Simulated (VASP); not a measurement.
# SiO2 (P4_32_12) in VASP: further runs

SiO2 is run at these levels: PBE, PBEsol, revPBE; tasks: single point, relaxation of cell and atoms.

Program: VASP 6.6.1. These are calculated values, not measurements. Logs are shortened: lines on timing, memory, paths and dates and some standing lists are left out, and cuts for length are marked.

## (1) The cell of the first run

The structure is tetragonal, space group P4_32_12 (No. 96). Conventional cell: a = 4.976 Å, b = 4.976 Å, c = 6.901 Å, α = 90.00°, β = 90.00°, γ = 90.00°. Si (site symmetry 2) has 4 O at 1.61 Å within 2.1 Å. Within 2.1 Å of O (site symmetry 1) lie 2 Si at 1.61 Å.

## (2) Single point, PBE

INCAR reads:

```
ALGO = Normal
EDIFF = 1E-6
ENCUT = 600
GGA = PE
GGA_COMPAT = False
ISIF = 2
ISMEAR = -1
LASPH = True
LCHARG = False
LREAL = False
LWAVE = False
NBANDS = 44
NELM = 120
PREC = Accurate
SIGMA = 0.03
```

KPOINTS reads:

```
k-points
0
Gamma
  4 4 2
```

POSCAR reads:

```
SiO2
1.0
    4.9755888200      0.0000000000      0.0000000000
    0.0000000000      4.9755888200      0.0000000000
    0.0000000000      0.0000000000      6.9008894400
Si O
4 8
Direct
    0.8032465600      0.8032465600      0.5000000000
    0.6967534400      0.3032465600      0.2500000000
    0.3032465600      0.6967534400      0.7500000000
    0.1967534400      0.1967534400      0.0000000000
    0.7617576300      0.1103870700      0.4320415600
    0.8896129300      0.2382423700      0.0679584400
    0.1103870700      0.7617576300      0.5679584400
    0.2617576300      0.3896129300      0.8179584400
    0.2382423700      0.8896129300      0.9320415600
    0.7382423700      0.6103870700      0.3179584400
    0.3896129300      0.2617576300      0.1820415600
    0.6103870700      0.7382423700      0.6820415600
```

Potentials or basis: VASP PAW PBE potentials, release 64 (Si, O).

Started as:

```
$ cat potpaw_PBE.64/Si/POTCAR potpaw_PBE.64/O/POTCAR > POTCAR
$ mpirun -np 1 vasp_std > vasp.out
```

OUTCAR:

```text
EDIFF = 1E-6
   ENCUT = 600
   GGA = PE
   ISIF = 2
   ISMEAR = -1
   LASPH = True
   LREAL = False
   NELM = 120
   PREC = Accurate

 ion  position               nearest neighbor table
   1  0.803  0.803  0.500-   5 1.61   7 1.61  10 1.61  12 1.61   2 3.07   3 3.07   2 3.07   3 3.07

   2  0.697  0.303  0.250-  10 1.61  11 1.61   5 1.61   6 1.61   1 3.07   4 3.07   1 3.07   4 3.07

   3  0.303  0.697  0.750-   8 1.61  12 1.61   9 1.61   7 1.61   1 3.07   4 3.07   4 3.07   1 3.07

   4  0.197  0.197  0.000-   6 1.61   9 1.61   8 1.61  11 1.61   2 3.07   3 3.07   3 3.07   2 3.07

   5  0.762  0.110  0.432-   1 1.61   2 1.61
   6  0.890  0.238  0.068-   4 1.61   2 1.61
   7  0.110  0.762  0.568-   1 1.61   3 1.61
   8  0.262  0.390  0.818-   3 1.61   4 1.61
   9  0.238  0.890  0.932-   4 1.61   3 1.61
  10  0.738  0.610  0.318-   2 1.61   1 1.61
  11  0.390  0.262  0.182-   2 1.61   4 1.61
  12  0.610  0.738  0.682-   3 1.61   1 1.61

  LATTYP: Found a simple tetragonal cell.
 ALAT       =     4.9755888200
 C/A-ratio  =     1.3869493018

  Lattice vectors:

 A1 = (   4.9755888200,   0.0000000000,   0.0000000000)
 A2 = (   0.0000000000,   4.9755888200,   0.0000000000)
 A3 = (   0.0000000000,   0.0000000000,   6.9008894400)

Analysis of symmetry for initial positions (statically):
=====================================================================
 Subroutine PRICEL returns:
 Original cell was already a primitive cell.

 Routine SETGRP: Setting up the symmetry group for a
 simple tetragonal supercell.

 Subroutine GETGRP returns: Found  8 space group operations
 (whereof  2 operations were pure point group operations)
 out of a pool of 16 trial point group operations.

The static configuration has the point symmetry C_2 .
 The point group associated with its full space group is D_4 .

Analysis of symmetry for dynamics (positions and initial velocities):
=====================================================================
 Subroutine PRICEL returns:
 Original cell was already a primitive cell.

 Routine SETGRP: Setting up the symmetry group for a
 simple tetragonal supercell.

 Subroutine GETGRP returns: Found  8 space group operations
 (whereof  2 operations were pure point group operations)
 out of a pool of 16 trial point group operations.

The dynamic configuration has the point symmetry C_2 .
 The point group associated with its full space group is D_4 .

 Subroutine INISYM returns: Found  8 space group operations
 (whereof  2 operations are pure point group operations),
 and found     1 'primitive' translations

----------------------------------------------------------------------------------------

                                     Primitive cell

  volume of cell :     170.8418

  direct lattice vectors                    reciprocal lattice vectors
     4.975588820  0.000000000  0.000000000     0.200981238  0.000000000  0.000000000
     0.000000000  4.975588820  0.000000000     0.000000000  0.200981238  0.000000000
     0.000000000  0.000000000  6.900889440     0.000000000  0.000000000  0.144908857

  length of vectors
     4.975588820  4.975588820  6.900889440     0.200981238  0.200981238  0.144908857

  position of ions in fractional coordinates (direct lattice)
     0.803246560  0.803246560  0.500000000
     0.696753440  0.303246560  0.250000000
     0.303246560  0.696753440  0.750000000
     0.196753440  0.196753440  0.000000000
     0.761757630  0.110387070  0.432041560
     0.889612930  0.238242370  0.067958440
     0.110387070  0.761757630  0.567958440
     0.261757630  0.389612930  0.817958440
     0.238242370  0.889612930  0.932041560
     0.738242370  0.610387070  0.317958440
     0.389612930  0.261757630  0.182041560
     0.610387070  0.738242370  0.682041560

  ion indices of the primitive-cell ions
   primitive index   ion index
                 1           1
                 2           2
                 3           3
                 4           4
                 5           5
                 6           6
                 7           7
                 8           8
                 9           9
                10          10
                11          11
                12          12

----------------------------------------------------------------------------------------

 KPOINTS: k-points

Automatic generation of k-mesh.
 Grid dimensions read from file:
 generate k-points for:    4    4    2

 Generating k-lattice:

  Cartesian coordinates                     Fractional coordinates (reciprocal lattice)
     0.050245309  0.000000000  0.000000000     0.250000000  0.000000000  0.000000000
     0.000000000  0.050245309  0.000000000     0.000000000  0.250000000  0.000000000
     0.000000000  0.000000000  0.072454428     0.000000000  0.000000000  0.500000000

  Length of vectors
     0.050245309  0.050245309  0.072454428

  Shift w.r.t. Gamma in fractional coordinates (k-lattice)
     0.000000000  0.000000000  0.000000000

 Subroutine IBZKPT returns following result:
 ===========================================

 Found     12 irreducible k-points:

 Following reciprocal coordinates:
            Coordinates               Weight
  0.000000  0.000000  0.000000      1.000000
  0.250000  0.000000  0.000000      4.000000
  0.500000  0.000000  0.000000      2.000000
  0.250000  0.250000  0.000000      4.000000
  0.500000  0.250000  0.000000      4.000000
  0.500000  0.500000  0.000000      1.000000
  0.000000  0.000000  0.500000      1.000000
  0.250000  0.000000  0.500000      4.000000
  0.500000  0.000000  0.500000      2.000000
  0.250000  0.250000  0.500000      4.000000
  0.500000  0.250000  0.500000      4.000000
  0.500000  0.500000  0.500000      1.000000
   k-points           NKPTS =     12   k-points in BZ     NKDIM =     12   number of bands    NBANDS=     44
   number of dos      NEDOS =    301   number of ions     NIONS =     12
   total plane-waves  NPLWV =  89600
   dimension x,y,z NGX =    40 NGY =   40 NGZ =   56
   dimension x,y,z NGXF=    80 NGYF=   80 NGZF=  112
   ions per type =               4   8
   NGX,Y,Z   is equivalent  to a cutoff of  13.36, 13.36, 13.49 a.u.
   NGXF,Y,Z  is equivalent  to a cutoff of  26.73, 26.73, 26.98 a.u.
 SYSTEM =  unknown system
   PREC   = accura    normal or accurate (medium, high low for compatibility)
   ISTART =      0    job   : 0-new  1-cont  2-samecut
   ICHARG =      2    charge: 1-file 2-atom 10-const
   ISPIN  =      1    spin polarized calculation?
   LNONCOLLINEAR =      F non collinear calculations
   LSORBIT =      F    spin-orbit coupling
   LASPH  =      T    aspherical Exc in radial PAW
   ENCUT  =  600.0 eV  44.10 Ry    6.64 a.u.   9.94  9.94 13.78*2*pi/ulx,y,z
   NELM   =    120;   NELMIN=  2; NELMDL= -5     # of ELM steps
   EDIFF  = 0.1E-05   stopping-criterion for ELM
   LREAL  =      F    real-space projection
   EDIFFG = 0.1E-04   stopping-criterion for IOM
   NSW    =      0    number of steps for IOM
   IBRION =     -1    ionic relax: 0-MD 1-quasi-New 2-CG
   NFREE  =      0    steps in history (QN), initial steepest desc. (CG)
   ISIF   =      2    stress and relaxation
   ISYM   =      2    0-nonsym 1-usesym 2-fastsym
   POTIM  = 0.5000    time-step for ionic-motion
   TEBEG  =    0.0;   TEEND  =   0.0 temperature during run
   PSTRESS=    0.0 pullay stress
   NELECT =      64.0000    total number of electrons
   NUPDOWN=      -1.0000    fix difference up-down
   EMIN   =  10.00;   EMAX   =-10.00  energy-range for DOS
   EFERMI =   0.00;   METHOD = LEGACY
   ISMEAR =    -1;   SIGMA  =   0.03  broadening in eV -4-tet -1-fermi 0-gaus
   EFERMI_NEDOS =   21; number of points for ismear=-14 and -15
   IALGO  =     38    algorithm
   IMIX   =      4    mixing-type and parameters
     AMIX     =   0.40;   BMIX     =  1.00
     AMIX_MAG =   1.60;   BMIX_MAG =  1.00
  volume/ion in A,a.u.               =      14.24        96.07
  Fermi-wavevector in a.u.,A,eV,Ry     =   1.180149  2.230158 18.949534  1.392751
  Thomas-Fermi vector in A             =   2.316447
   LORBIT       =      0    0 simple, 1 ext, 2 COOP (PROOUT), +10 PAW based schemes
   GGA     = PE    functional components
   LHFCALC =     F    Hartree Fock is set to
   AEXX    =    0.0000 exact exchange contribution
   IVDW    =     0    specifies the selected vdW correction
   LEPSILON=     F    determine dielectric tensor
   LRPA    =     F    only Hartree local field effects (RPA)
 non-spin polarized calculation
  energy-cutoff  :      600.00
  volume of cell :      170.84
 maximum number of plane-waves:      5724
 NGX is ok and might be reduce to    40
   NGX = 19   NGY = 19   NGZ = 27

 number of electron      63.9999997 magnetization

 Free energy of the ion-electron system (eV)
  ---------------------------------------------------
  ext. energy  EPLUGINS =         0.00000000
  ---------------------------------------------------
  free energy    TOTEN  =       -94.87228840 eV

  energy without entropy =      -94.87228840  energy(sigma->0) =      -94.87228840

 E-fermi :   0.8240     XC(G=0):  -8.4624

 val. band max:        0.1698225645   @ k =   0.0000   0.0000   0.0000
 cond. band min:       5.9018787295   @ k =   0.0000   0.0000   0.0000
 fundamental gap:      5.7320561650
 Fermi energy:         0.8240163981

 k-point     1 :       0.0000    0.0000    0.0000
  band No.  band energies     occupation
      1     -19.2971      2.00000
      2     -18.3898      2.00000
      3     -18.3898      2.00000
      4     -17.2259      2.00000
      5     -17.1803      2.00000
      6     -17.1792      2.00000
[... 36 lines left out ...]
     43      11.6003      0.00000
     44      11.8166      0.00000
[... 476 lines left out ...]
      4     -18.3545      2.00000
      5     -17.2437      2.00000
      6     -17.2437      2.00000
[... 36 lines left out ...]
     43      10.5295      0.00000
     44      10.5295      0.00000

------------------------ aborting loop because EDIFF is reached ----------------------------------------

  FORCE on cell =-STRESS in cart. coord.  units (eV):
  Direction    XX          YY          ZZ          XY          YZ          ZX
  --------------------------------------------------------------------------------------
  -------------------------------------------------------------------------------------
  Total        4.9144048      4.9144048      5.0706948      0.0000000      0.0000000      0.0000000
  in kB       46.0879589     46.0879589     47.5536680      0.0000000      0.0000000      0.0000000
  external PRESSURE =      46.5765286 kB  Pullay stress =       0.0000000 kB

 VOLUME and BASIS-vectors are now :
 -----------------------------------------------------------------------------
  energy-cutoff  :      600.00
  volume of cell :      170.84
      direct lattice vectors                 reciprocal lattice vectors
     4.975588820  0.000000000  0.000000000     0.200981238  0.000000000  0.000000000
     0.000000000  4.975588820  0.000000000     0.000000000  0.200981238  0.000000000
     0.000000000  0.000000000  6.900889440     0.000000000  0.000000000  0.144908857

 POSITION                                       TOTAL-FORCE (eV/Angst)
 -----------------------------------------------------------------------------------
      3.99662      3.99662      3.45044        -0.025191     -0.025191     -0.000000
      3.46676      1.50883      1.72522         0.025191     -0.025191     -0.000000
      1.50883      3.46676      5.17567        -0.025191      0.025191     -0.000000
      0.97896      0.97896      0.00000         0.025191      0.025191     -0.000000
      3.79019      0.54924      2.98147         0.041381      0.155586      0.217537
      4.42635      1.18540      0.46897        -0.155586     -0.041381     -0.217537
      0.54924      3.79019      3.91942         0.155586      0.041381     -0.217537
      1.30240      1.93855      5.64464         0.041381     -0.155586     -0.217537
      1.18540      4.42635      6.43192        -0.041381     -0.155586      0.217537
      3.67319      3.03704      2.19420        -0.041381      0.155586     -0.217537
      1.93855      1.30240      1.25625        -0.155586      0.041381      0.217537
      3.03704      3.67319      4.70669         0.155586     -0.041381      0.217537
 -----------------------------------------------------------------------------------
    total drift:                                0.000000     -0.000000     -0.000000

  FREE ENERGIE OF THE ION-ELECTRON SYSTEM (eV)
  ---------------------------------------------------
  free  energy   TOTEN  =       -94.8722883976 eV

  energy  without entropy=      -94.8722883976  energy(sigma->0) =      -94.87228840
```

Run time: 76 s. Hardware: 1 thread of AMD EPYC 7R13 (Zen 3), shared host; peak memory 0.28 GiB.

What came out:

| Quantity | Value |
| --- | --- |
| Free energy | -94.8723 eV |
| Pressure | 4.7 GPa |
| Largest force | 0.271 eV/Å |
| Band gap on the k mesh | 5.73 eV |

Forces in eV/Å, atoms in the order of the input:
```
Si  -0.025 -0.025  0.000
Si   0.025 -0.025  0.000
Si  -0.025  0.025  0.000
Si   0.025  0.025  0.000
O    0.041  0.156  0.218
O   -0.156 -0.041 -0.218
O    0.156  0.041 -0.218
O    0.041 -0.156 -0.218
O   -0.041 -0.156  0.218
O   -0.041  0.156 -0.218
O   -0.156  0.041  0.218
O    0.156 -0.041  0.218
```

Stress tensor (GPa, compression positive):
```
4.61 0.00 0.00
0.00 4.61 0.00
0.00 0.00 4.76
```

Levels at points of the mesh, in eV from the valence-band top:
| k point | band 30 | band 31 | band 32 | band 33 | band 34 | band 35 |
| --- | --- | --- | --- | --- | --- | --- |
| (0.00, 0.00, 0.00) | -0.31 | -0.31 | 0.00 | 5.73 | 8.83 | 8.83 |
| (0.50, 0.00, 0.00) | -0.65 | -0.49 | -0.49 | 7.78 | 7.78 | 9.27 |
| (0.50, 0.50, 0.00) | -0.59 | -0.53 | -0.53 | 8.74 | 8.74 | 8.85 |
| (0.00, 0.00, 0.50) | -0.54 | -0.39 | -0.39 | 7.00 | 7.00 | 9.42 |
| (0.50, 0.00, 0.50) | -0.92 | -0.18 | -0.18 | 8.10 | 8.10 | 9.02 |
| (0.50, 0.50, 0.50) | -0.61 | -0.61 | -0.61 | 9.24 | 9.24 | 9.24 |

Caveat: the k points lie up to 0.46 Å⁻¹ apart.

(Continued in part 2 of 2.)
